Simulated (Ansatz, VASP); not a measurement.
## One calculation of Pd, two programs

Contents of INCAR:

```
PREC     = Accurate       # precision mode
ENCUT    = 520            # plane-wave cutoff, eV
EDIFF    = 1E-7           # SCF threshold, eV
ISMEAR   = -1             # smearing method
SIGMA    = 0.05           # smearing width, eV
LREAL    = False          # projectors in reciprocal space
LASPH    = True           # aspherical terms in the spheres
NELM     = 150            # most SCF steps
ALGO     = Normal         # electronic algorithm
ISIF     = 2              # what is computed and relaxed
LWAVE    = False          # write WAVECAR
LCHARG   = True           # write CHGCAR
ISPIN    = 2              # spin polarisation
MAGMOM   = 0.422 0.422    # initial moments
LORBIT   = 11             # projections on sites
LMAXMIX  = 4              # l up to which the mixer works
LELF     = True           # ELF
LVHAR    = True         
NBANDS   = 21             # bands
```

Contents of KPOINTS:

```
Automatic mesh
0
Gamma
  11 11 11
```

Contents of POSCAR:

```
Pd
1.0
    0.0000000000      2.7319053313      2.7319053313
    2.7319053313      0.0000000000      2.7319053313
    2.7319053313      2.7319053313      0.0000000000
Pd
2
Direct
    0.1250000000      0.1250000000      0.1250000000
    0.8750000000      0.8750000000      0.8750000000
```

Input for Ansatz:

```yaml
crystal:
  lattice:
    - [0.0, 2.7319053313, 2.7319053313]
    - [2.7319053313, 0.0, 2.7319053313]
    - [2.7319053313, 2.7319053313, 0.0]
  atoms:
    - { symbol: Pd, position: [0.125, 0.125, 0.125], spin: 0.422 }
    - { symbol: Pd, position: [0.875, 0.875, 0.875], spin: 0.422 }
hamiltonian:
  xc: lda
  pseudopotentials:
    kind: paw
    azcp:
      Pd: "pseudopotentials/Pd.paw.azcp"
basis:
  ecutwfc: 420
  fft_grid_basis: typed
kpoints:
  mp_grid: { grid: [11, 11, 11], shift: [0, 0, 0] }
magnetization:
  spin_polarized: true
scf:
  occupations: { method: fermi_dirac, width: 0.05 }
  lower_state_search: "off"
output:
  stress: true
```

Alike in both runs: task single point; functional LDA; k mesh 11 × 11 × 11; occupations fermi-dirac, width 0.05 eV; collinear spin.

|  | VASP | Ansatz |
| --- | --- | --- |
| version | VASP 6.6.1 | Ansatz 0.2.0 |
| potentials or method | VASP PAW LDA potentials, release 64 (Pd), cutoff 520 eV | plane waves (420 eV) with PAW, scalar-relativistic |
| valence electrons in the cell | 20 | 36 |

VASP gave:

* pressure (GPa): 9.3
* net moment per atom (μB): 0.34
* size of the moment on the site where the two differ most (μB): 0.33

**Question.** What did Ansatz give for the same quantities?

**Answer.** Pressure (GPa): 9.9; net moment per atom (μB): 0.41; size of the moment on the site where the two differ most (μB): 0.38.

Ansatz warns that its potentials were made for another functional, while VASP's fit it. LDA's correlation is that of Perdew and Zunger in VASP and of Perdew and Wang (1992) in Ansatz. Site moments also hang on the region over which each program counts them. VASP's potentials hold 20 valence electrons a cell and Ansatz's 36, so a difference there can come from the potentials and not from the codes.
